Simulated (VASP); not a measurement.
WC (Qusongite):

```
CELL_PARAMETERS angstrom
2.90650 0.00000 0.00000
-1.45325 2.51710 0.00000
0.00000 0.00000 2.83660
ATOMIC_POSITIONS crystal
W 0.00000 0.00000 0.00000
C 0.66667 0.33333 0.50000
```

| Quantity | Value |
| --- | --- |
| Program | VASP 6.6.1 |
| Task | relaxation of cell and atoms |
| Functional | PBEsol |
| Dispersion | D4 |
| Potentials or basis | VASP PAW PBE potentials, release 64 (W_sv, C) |
| Cutoff | 600 eV |
| k mesh | 10 × 10 × 9 |
| Occupations | fermi-dirac, width 0.05 eV |
| Spin | no spin polarisation |

At the start: pressure -6.3 GPa; volume 10.38 Å³/atom.

Q: How do energy, volume and symmetry change on relaxing?

A: Over 7 steps the energy falls by 3.2 meV/atom and the volume is 10.21 Å³/atom (-1.6 %); space group P-6m2 (No. 187, to 0.05 Å).

The path:
```tsv
step	energy change (eV)	largest force (eV/Å)	pressure (GPa)	volume (Å³)
1	0.0000	0.0000	-6.33	20.75
2	0.0502	0.0000	20.83	19.55
3	-0.0064	0.0000	-0.16	20.44
4	-0.0064	0.0000	-0.05	20.44
5	-0.0064	0.0000	0.08	20.43
6	-0.0064	0.0000	0.17	20.42
7	-0.0064	0.0000	0.14	20.43
```

Final structure:
```xyz
2
Lattice="2.8916 0.0000 0.0000 -1.4458 2.5042 0.0000 0.0000 0.0000 2.8212" Properties=species:S:1:pos:R:3 pbc="T T T"
W     0.0000    0.0000    0.0000
C     1.4458    0.8347    1.4106
```

Caveat: the PAW data sets were made with another functional, which shifts forces and pressure a little; pairwise dispersion overbinds metals, which lowers pressure and volume.
